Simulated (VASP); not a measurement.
A run of VASP 6.6.1 is set up as follows.

File INCAR:

```
SYSTEM = BaTiO3
  PREC = Accurate
  ENCUT = 520
  EDIFF = 1E-6
  ISMEAR = 0
  SIGMA = 0.02
  LREAL = .False.
  LASPH = .True.
  NELM = 60
  ALGO = Normal
  ISIF = 2
  LWAVE = .False.
  LCHARG = .True.
  GGA = PE
  LELF = .True.
  LVHAR = .True.
  NBANDS = 28
```

The input KPOINTS:

```
Automatic mesh
0
Gamma
  8 8 8
  0 0 0
```

POSCAR

```
BaTiO3
1.0
    3.8986734063      0.0000000000      0.0000000000
    0.0000000000      3.8986734063      0.0000000000
    0.0000000000      0.0000000000      4.0915974511
Ba Ti O
1 1 3
Direct
    0.5000000000      0.5000000000      0.5000000000
    0.0000000000      0.0000000000      0.0000000000
    0.5000000000      0.0000000000      0.0000000000
    0.0000000000      0.5000000000      0.0000000000
    0.0000000000      0.0000000000      0.5000000000
```

Potentials or basis: VASP PAW PBE potentials, release 64 (Ba_sv, Ti_sv, O).

Launch:

```sh
$ cat potpaw_PBE.64/Ba_sv/POTCAR potpaw_PBE.64/Ti_sv/POTCAR potpaw_PBE.64/O/POTCAR > POTCAR
$ mpirun -np 1 vasp_std > vasp.out
```

**Question.** Predict the band gap on the k mesh.

**Answer.** 1.70 eV, indirect (least direct gap 1.87 eV).

**Question.** What does it give for the pressure?

**Answer.** 10.4 GPa.

Stress tensor (GPa, compression positive):
```
13.85  0.00  0.00
 0.00 13.85  0.00
 0.00  0.00  3.38
```

Caveat: the cell differs from its parent crystal (biaxial strain in the a-b plane: -3.0 %); spin-orbit coupling is left out, which moves the levels of the heavy elements. A k mesh can miss the band edges.
